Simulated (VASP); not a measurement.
# TiAl in VASP: further runs, part 2 of 2

VASP 6.6.1. The steps go on from the part before.

## (3) Single point, LDA (volume scaled by 0.94)

INCAR

```
PREC     = Accurate       # precision mode
ENCUT    = 520            # plane-wave cutoff, eV
EDIFF    = 1E-6           # SCF threshold, eV
ISMEAR   = -1             # smearing method
SIGMA    = 0.05           # smearing width, eV
LREAL    = False          # projectors in reciprocal space
LASPH    = True           # aspherical terms in the spheres
NELM     = 80             # most SCF steps
ALGO     = Fast           # electronic algorithm
ISIF     = 2              # what is computed and relaxed
LWAVE    = False          # write WAVECAR
LCHARG   = True           # write CHGCAR
GGA      = CA             # functional
LELF     = True           # ELF
LVHAR    = True         
NBANDS   = 14             # bands
```

KPOINTS

```
Automatic mesh
0
Gamma
  8 8 8
```

POSCAR

```
TiAl
1.0
    3.1141669331      0.0000000000      0.0000000000
    0.0000000000      3.1141669331      0.0000000000
    0.0000000000      0.0000000000      3.1141669331
Ti Al
1 1
Direct
    0.0000000000      0.0000000000      0.0000000000
    0.5000000000      0.5000000000      0.5000000000
```

Potentials or basis: VASP PAW LDA potentials, release 64 (Ti_sv, Al).

Command:

```
cat potpaw_LDA.64/Ti_sv/POTCAR potpaw_LDA.64/Al/POTCAR > POTCAR
mpirun -np 1 vasp_std > vasp.out
```

It took 6.7 s on 1 thread of Intel Xeon 6975P-C (Granite Rapids), shared host; peak memory 0.13 GiB.

It converged, with:

| Property | Result |
| --- | --- |
| Free energy | -13.3016 eV |
| Pressure | 1.5 GPa |

Levels at points of the mesh, in eV from the Fermi level:
```csv
k point,band 3,band 4,band 5,band 6,band 7,band 8,band 9,band 10,band 11,band 12
"(0.00, 0.00, 0.00)",-32.65,-32.65,-9.47,-1.56,-1.56,1.89,1.89,1.89,4.72,4.72
"(0.50, 0.00, 0.00)",-32.63,-32.63,-6.04,-5.30,-0.61,0.12,0.12,2.12,3.27,6.68
"(0.50, 0.50, 0.00)",-32.84,-32.61,-5.18,-2.03,-2.03,-1.52,0.70,0.70,2.98,5.11
"(0.50, 0.50, 0.50)",-32.81,-32.81,-3.27,-3.27,-3.27,0.93,3.05,3.05,3.18,3.18
```

## (4) Single point, PBEsol (volume scaled by 0.94)

INCAR

```
SYSTEM = TiAl
  PREC = Accurate
  ENCUT = 520
  EDIFF = 1E-6
  ISMEAR = -1
  SIGMA = 0.05
  LREAL = .FALSE.
  LASPH = .TRUE.
  NELM = 60
  ALGO = Normal
  ISIF = 2
  LWAVE = .FALSE.
  LCHARG = .TRUE.
  GGA = PS
  LELF = .TRUE.
  LVHAR = .TRUE.
  NBANDS = 14
```

KPOINTS

```
Automatic mesh
0
G
  8 8 8
  0 0 0
```

POSCAR is that of step 3.

Potentials or basis: VASP PAW PBE potentials, release 64 (Ti_sv, Al).

Command:

```
cat potpaw_PBE.64/Ti_sv/POTCAR potpaw_PBE.64/Al/POTCAR > POTCAR
mpirun -np 1 vasp_std > vasp.out
```

Run time: 4.3 s. Hardware: 1 thread of Intel Xeon 6975P-C (Granite Rapids), shared host; peak memory 0.14 GiB.

It converged, with:

| Property | Result |
| --- | --- |
| Free energy | -12.9526 eV |
| Pressure | 5.3 GPa |

Levels at points of the mesh, in eV from the Fermi level:
```
           k point  band 3  band 4  band 5  band 6  band 7  band 8  band 9  band 10  band 11  band 12
(0.00, 0.00, 0.00)  -32.83  -32.83   -9.53   -1.58   -1.58    1.94    1.94     1.94     4.73     4.73
(0.50, 0.00, 0.00)  -32.81  -32.81   -6.08   -5.36   -0.61    0.16    0.16     2.17     3.28     6.60
(0.50, 0.50, 0.00)  -33.01  -32.79   -5.17   -2.09   -2.09   -1.55    0.73     0.73     3.00     5.11
(0.50, 0.50, 0.50)  -32.99  -32.99   -3.28   -3.28   -3.28    1.03    3.07     3.07     3.10     3.10
```

Caveat: the PAW data sets were made with another functional, which shifts forces and pressure a little.

## (5) Single point, LDA (volume scaled by 0.96)

INCAR

```
ALGO = Normal ; EDIFF = 1E-6
ENCUT = 520 ; GGA = CA
ISIF = 2 ; ISMEAR = -1
LASPH = True ; LCHARG = True
LELF = True ; LREAL = False
LVHAR = True ; LWAVE = False
NBANDS = 14 ; NELM = 100
PREC = Accurate ; SIGMA = 0.05
```

KPOINTS

```
k-points
0
Gamma
  8 8 8
```

POSCAR

```
TiAl
1.0
    3.1360984087      0.0000000000      0.0000000000
    0.0000000000      3.1360984087      0.0000000000
    0.0000000000      0.0000000000      3.1360984087
Ti Al
1 1
Direct
    0.0000000000      0.0000000000      0.0000000000
    0.5000000000      0.5000000000      0.5000000000
```

Potentials or basis: VASP PAW LDA potentials, release 64 (Ti_sv, Al).

Command:

```
cat potpaw_LDA.64/Ti_sv/POTCAR potpaw_LDA.64/Al/POTCAR > POTCAR
mpirun -np 1 vasp_std > vasp.out
```

Wall time 3.9 s (1 thread of Intel Xeon 6975P-C (Granite Rapids), shared host); peak memory 0.13 GiB.

It converged, with:

```
Free energy : -13.3023 eV
Pressure    : -1.2 GPa
```

Levels at points of the mesh, in eV from the Fermi level:
| k point | band 3 | band 4 | band 5 | band 6 | band 7 | band 8 | band 9 | band 10 | band 11 | band 12 |
| --- | --- | --- | --- | --- | --- | --- | --- | --- | --- | --- |
| (0.00, 0.00, 0.00) | -32.69 | -32.69 | -9.37 | -1.51 | -1.51 | 1.85 | 1.85 | 1.85 | 4.62 | 4.62 |
| (0.50, 0.00, 0.00) | -32.67 | -32.67 | -6.02 | -5.24 | -0.58 | 0.12 | 0.12 | 2.06 | 3.17 | 6.66 |
| (0.50, 0.50, 0.00) | -32.87 | -32.65 | -5.12 | -2.02 | -2.02 | -1.49 | 0.69 | 0.69 | 2.90 | 4.97 |
| (0.50, 0.50, 0.50) | -32.84 | -32.84 | -3.20 | -3.20 | -3.20 | 0.81 | 2.96 | 2.96 | 3.11 | 3.11 |

## (6) Single point, LDA (volume scaled by 0.98)

INCAR

```
SYSTEM = TiAl
  PREC = Accurate
  ENCUT = 520
  EDIFF = 1E-6
  ISMEAR = -1
  SIGMA = 0.05
  LREAL = .False.
  LASPH = .True.
  NELM = 60
  ALGO = Fast
  ISIF = 2
  LWAVE = .False.
  LCHARG = .False.
  GGA = CA
  NBANDS = 14
```

KPOINTS

```
regular mesh
0
Gamma
  8 8 8
  0 0 0
```

POSCAR

```
TiAl
1.0
    3.1577273571      0.0000000000      0.0000000000
    0.0000000000      3.1577273571      0.0000000000
    0.0000000000      0.0000000000      3.1577273571
Ti Al
1 1
Direct
    0.0000000000      0.0000000000      0.0000000000
    0.5000000000      0.5000000000      0.5000000000
```

Potentials or basis: VASP PAW LDA potentials, release 64 (Ti_sv, Al).

Command:

```
cat potpaw_LDA.64/Ti_sv/POTCAR potpaw_LDA.64/Al/POTCAR > POTCAR
mpirun -np 1 vasp_std > vasp.out
```

OUTCAR:

```text
SYSTEM = TiAl
   PREC = Accurate
   ENCUT = 520
   EDIFF = 1E-6
   ISMEAR = -1
   LREAL = .False.
   LASPH = .True.
   NELM = 60
   ISIF = 2
   GGA = CA

 ion  position               nearest neighbor table
   1  0.000  0.000  0.000-   2 2.73   2 2.73   2 2.73   2 2.73   2 2.73   2 2.73   2 2.73   2 2.73

   2  0.500  0.500  0.500-   1 2.73   1 2.73   1 2.73   1 2.73   1 2.73   1 2.73   1 2.73   1 2.73

  LATTYP: Found a simple cubic cell.
 ALAT       =     3.1577273571

  Lattice vectors:

[... 587 lines left out ...]
      9       9.6378      0.00000
     10       9.6534      0.00000
     11      11.6715      0.00000
     12      13.5089      0.00000
     13      13.9835      0.00000
     14      16.2764      0.00000

 [... further k-points ...]
[... 5 lines left out ...]
  --------------------------------------------------------------------------------------
  -------------------------------------------------------------------------------------
  Total       -0.6951811     -0.6951811     -0.6951811     -0.0000000     -0.0000000      0.0000000
  in kB      -35.3740396    -35.3740396    -35.3740396     -0.0000000     -0.0000000      0.0000000
  external PRESSURE =     -35.3740396 kB  Pullay stress =       0.0000000 kB

 VOLUME and BASIS-vectors are now :
 -----------------------------------------------------------------------------
  energy-cutoff  :      520.00
  volume of cell :       31.49
      direct lattice vectors                 reciprocal lattice vectors
     3.157727357  0.000000000  0.000000000     0.316683452  0.000000000  0.000000000
     0.000000000  3.157727357  0.000000000     0.000000000  0.316683452  0.000000000
     0.000000000  0.000000000  3.157727357     0.000000000  0.000000000  0.316683452

 POSITION                                       TOTAL-FORCE (eV/Angst)
 -----------------------------------------------------------------------------------
      0.00000      0.00000      0.00000         0.000000      0.000000      0.000000
      1.57886      1.57886      1.57886         0.000000      0.000000      0.000000
 -----------------------------------------------------------------------------------
    total drift:                               -0.000000      0.000000      0.000000

  FREE ENERGIE OF THE ION-ELECTRON SYSTEM (eV)
  ---------------------------------------------------
  free  energy   TOTEN  =       -13.2929885097 eV

  energy  without entropy=      -13.2696976876  energy(sigma->0) =      -13.28134310
```

OSZICAR:

```text
N       E                     dE             d eps       ncg     rms          rms(c)
DAV:   1     0.100359338990E+03    0.10036E+03   -0.71995E+03   980   0.110E+03
DAV:   2    -0.929109450997E+01   -0.10965E+03   -0.10558E+03  1010   0.299E+02
DAV:   3    -0.147214467849E+02   -0.54304E+01   -0.51928E+01  1498   0.644E+01
[... 15 lines left out ...]
RMM:  19    -0.132929808009E+02   -0.31358E-05   -0.32490E-05   974   0.178E-02    0.573E-03
RMM:  20    -0.132929842091E+02   -0.34082E-05   -0.36115E-05   887   0.137E-02    0.300E-03
RMM:  21    -0.132929858627E+02   -0.16535E-05   -0.15667E-05   842   0.118E-02    0.289E-04
RMM:  22    -0.132929876601E+02   -0.17975E-05   -0.18561E-05   628   0.918E-03    0.293E-04
RMM:  23    -0.132929885097E+02   -0.84960E-06   -0.83540E-06   595   0.760E-03
   1 F= -.13292989E+02 E0= -.13281343E+02  d E =-.232908E-01
```

Run time: 6.4 s. Hardware: 1 thread of Intel Xeon 6975P-C (Granite Rapids), shared host; peak memory 0.13 GiB.

Results:

```yaml
Free_energy: -13.2930 eV
Pressure: -3.5 GPa
```

## (7) Overview

```tsv
level	potentials or basis	cell	gap on the mesh (eV)	pressure (GPa)
PBE	VASP PAW PBE potentials, release 64 (Ti_sv, Al)	a = 3.179 Å, 2 atoms	none	0.9
LDA	VASP PAW LDA potentials, release 64 (Ti_sv, Al)	a = 3.114 Å, 2 atoms	none	1.5
PBEsol	VASP PAW PBE potentials, release 64 (Ti_sv, Al)	a = 3.114 Å, 2 atoms	none	5.3
LDA	VASP PAW LDA potentials, release 64 (Ti_sv, Al)	a = 3.136 Å, 2 atoms	none	-1.2
LDA	VASP PAW LDA potentials, release 64 (Ti_sv, Al)	a = 3.158 Å, 2 atoms	none	-3.5
```

Alike in all rows: task single point; no spin polarisation; k mesh 8 × 8 × 8; cutoff (eV) 520; smearing fermi-dirac 0.05 eV.

Caveats: the PAW data sets were made with another functional, which shifts forces and pressure a little (some runs).

Absolute energies hang on the potentials; compare differences alone.
